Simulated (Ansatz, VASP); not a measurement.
**One calculation of GaP, two programs**

The input POSCAR:

```
GaP
1.0
    0.0000000000      2.6696170428      2.6696170428
    2.6696170428      0.0000000000      2.6696170428
    2.6696170428      2.6696170428      0.0000000000
Ga P
1 1
Direct
    0.0000000000      0.0000000000      0.0000000000
    0.2500000000      0.2500000000      0.2500000000
```

File INCAR.step1:

```
ALGO = Normal ; EDIFF = 1E-4
ENCUT = 520 ; GGA = PE
ISMEAR = 0 ; LASPH = T
LCHARG = F ; LREAL = F
LWAVE = T ; NBANDS = 16
NELM = 60 ; PREC = Accurate
SIGMA = 0.02
```

The input INCAR.step2:

```
ALGO = Normal ; EDIFF = 1E-7
ENCUT = 520 ; ISIF = 2
ISMEAR = 0 ; ISTART = 1
LASPH = T ; LCHARG = F
LMIXTAU = T ; LREAL = F
LWAVE = F ; METAGGA = R2SCAN
NBANDS = 16 ; NELM = 60
PREC = Accurate ; SIGMA = 0.02
```

The input KPOINTS:

```
k-points
0
Gamma
  8 8 8
```

Input for Ansatz:

```yaml
crystal:
  lattice:
    - [0.0, 2.6696170428, 2.6696170428]
    - [2.6696170428, 0.0, 2.6696170428]
    - [2.6696170428, 2.6696170428, 0.0]
  atoms:
    - { symbol: Ga, position: [0.0, 0.0, 0.0] }
    - { symbol: P, position: [0.25, 0.25, 0.25] }
basis:
  ecutwfc: 500
kpoints:
  mp_grid: { grid: [8, 8, 8] }
hamiltonian:
  xc: r2scan
scf:
  occupations: { method: gaussian, width: 0.02 }
output:
  forces: true
  stress: true
  eigenvalues: true
```

Alike in both runs: task single point; functional r2SCAN; k mesh 8 × 8 × 8; occupations gaussian, width 0.02 eV; no spin polarisation.

```csv
,VASP,Ansatz
version,VASP 6.6.1,Ansatz 0.2.0
potentials or method,"VASP PAW PBE potentials, release 64 (Ga_d, P), cutoff 520 eV","scalar-relativistic, plane waves, PAW"
valence electrons in the cell,18,18
```

|  | VASP | Ansatz | Ansatz less VASP |
| --- | --- | --- | --- |
| gap on the k mesh at the Fermi level (eV) | 1.78 | 1.77 | -0.004 |
| least direct gap on the mesh (eV) | 2.90 | 2.92 | +0.024 |
| pressure (GPa) | 6.2 | 6.3 | +0.05 |

VASP's potentials were made for PBE, not for r2SCAN. With one functional, cell and mesh, what is left measures potentials, basis and numerics.
